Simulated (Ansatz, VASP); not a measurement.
**Al5BP6 in VASP and in Ansatz**

```
CELL_PARAMETERS angstrom
6.53585 0.00000 0.00000
-3.26793 5.66022 0.00000
0.00000 0.00000 6.20227
ATOMIC_POSITIONS crystal
Al 0.68090 0.00000 0.00033
Al 0.31910 0.31910 0.00033
Al 0.00000 0.68090 0.00033
Al 0.66667 0.33333 0.50048
Al 0.33333 0.66667 0.50048
B 0.00000 0.00000 0.49825
P 0.70836 0.00000 0.38588
P 0.29164 0.29164 0.38588
P 0.00000 0.70836 0.38588
P 0.00000 0.00000 0.82514
P 0.66667 0.33333 0.88350
P 0.33333 0.66667 0.88350
```

Alike in both runs: functional PBE; k mesh 6 × 6 × 6; occupations gaussian, width 0.02 eV; no spin polarisation.

Ansatz relaxed the structure, and its values are those at the end. VASP's run is a single point on that final structure, the one shown.

|  | VASP | Ansatz |
| --- | --- | --- |
| version | VASP 6.6.1 | Ansatz 0.2.0 |
| potentials or method | VASP PAW PBE potentials, release 64 (Al, B, P), cutoff 520 eV | scalar-relativistic, plane waves, PAW |
| valence electrons in the cell | 48 | 48 |

VASP gave:

- gap on the k mesh at the Fermi level (eV): 1.40
- least direct gap on the mesh (eV): 1.99
- pressure (GPa): -0.1

**Question.** Which values does Ansatz return?

**Answer.** gap on the k mesh at the Fermi level (eV): 1.40; least direct gap on the mesh (eV): 1.99; pressure (GPa): 0.0.
